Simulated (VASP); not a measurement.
Write the native input for VASP 6.6.1 that does the following.

```
Task                   : single point
Functional             : PBE
Potentials or basis    : VASP PAW PBE potentials, release 64 (Si, O)
Cutoff                 : 520 eV
k mesh                 : 5 × 5 × 4
Occupations            : fermi-dirac, width 0.02 eV
Spin                   : no spin polarisation
Dipole correction      : no
Further INCAR settings : ALGO = Normal; EDIFF = 1e-06; NBANDS = 44
```

The structure of SiO2 lies in POSCAR:

```
SiO2
1.0
    4.9080000000      0.0000000000      0.0000000000
    0.0000000000      4.9080000000      0.0000000000
    0.0000000000      0.0000000000      6.7840000000
Si O
4 8
Direct
    0.3122958237      0.3122958237      0.0000000000
    0.1877041763      0.8122958237      0.2500000000
    0.6877041763      0.6877041763      0.5000000000
    0.8122958237      0.1877041763      0.7500000000
    0.2337000247      0.1301714344      0.1919950066
    0.3698285656      0.7337000247      0.4419950066
    0.7662999753      0.8698285656      0.6919950066
    0.6301714344      0.2662999753      0.9419950066
    0.7337000247      0.3698285656      0.5580049934
    0.8698285656      0.7662999753      0.3080049934
    0.2662999753      0.6301714344      0.0580049934
    0.1301714344      0.2337000247      0.8080049934
```

These files were run (other wordings do the same):

INCAR

```
  PREC = Accurate
  ENCUT = 520
  EDIFF = 1E-6
  ISMEAR = -1
  SIGMA = 0.02
  LREAL = F
  LASPH = T
  NELM = 100
  ALGO = Normal
  ISIF = 2
  LWAVE = F
  LCHARG = T
  GGA = PE
  LELF = T
  LVHAR = T
  NBANDS = 44
```

KPOINTS

```
regular mesh
0
Gamma
  5 5 4
```

Potentials or basis: VASP PAW PBE potentials, release 64 (Si, O).

Launch:

```bash
$ cat potpaw_PBE.64/Si/POTCAR potpaw_PBE.64/O/POTCAR > POTCAR
$ mpirun -np 1 vasp_std > vasp.out
```

It gave:

```yaml
Pressure: 2.4 GPa
Largest_force: 0.026 eV/Å
Band_gap_on_the_k_mesh: 5.69 eV
```

Caveat: an odd mesh through Γ misses points on the zone boundary, where band edges can lie.

Run time: 2.1 min on 1 thread of Intel(R) Xeon(R) Platinum 8175M CPU @ 2.50GHz (Skylake/Cascade Lake), on a shared host, peak memory 0.31 GiB.
